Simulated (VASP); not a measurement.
Crystal: Sn.

```xyz
2
Lattice="0.0000 3.2333 3.2333 3.2333 0.0000 3.2333 3.2333 3.2333 0.0000" Properties=species:S:1:pos:R:3 pbc="T T T"
Sn    4.8500    4.8500    4.8500
Sn    3.2333    3.2333    3.2333
```

* Program: VASP 6.6.1
* Task: relaxation of cell and atoms
* Functional: BLYP
* Dispersion: D4
* Potentials or basis: VASP PAW PBE potentials, release 64 (Sn_d)
* Cutoff: 600 eV
* k mesh: 7 × 7 × 7
* Occupations: fermi-dirac, width 0.05 eV
* Spin: no spin polarisation

At the start: pressure 3.1 GPa; volume 33.80 Å³/atom.

Q: How do energy, volume and symmetry change on relaxing?

A: Over 3 steps the energy falls by 22.8 meV/atom and the volume is 36.32 Å³/atom (+7.4 %); space group Fd-3m (No. 227, to 0.05 Å).

Step by step:
| step | energy change (eV) | largest force (eV/Å) | pressure (GPa) | volume (Å³) |
| --- | --- | --- | --- | --- |
| 1 | 0.0000 | 0.0000 | 3.13 | 67.61 |
| 2 | -0.0418 | 0.0000 | -0.74 | 74.28 |
| 3 | -0.0456 | 0.0000 | 0.00 | 72.64 |

Final structure:
```yaml
crystal:
  lattice:
    - [0.00000, 3.31164, 3.31164]
    - [3.31164, 0.00000, 3.31164]
    - [3.31164, 3.31164, 0.00000]
  atoms:
    - { symbol: Sn, position: [0.75000, 0.75000, 0.75000] }
    - { symbol: Sn, position: [0.50000, 0.50000, 0.50000] }
```

Caveat: the PAW data sets were made with another functional, which shifts forces and pressure a little; pairwise dispersion overbinds metals, which lowers pressure and volume.
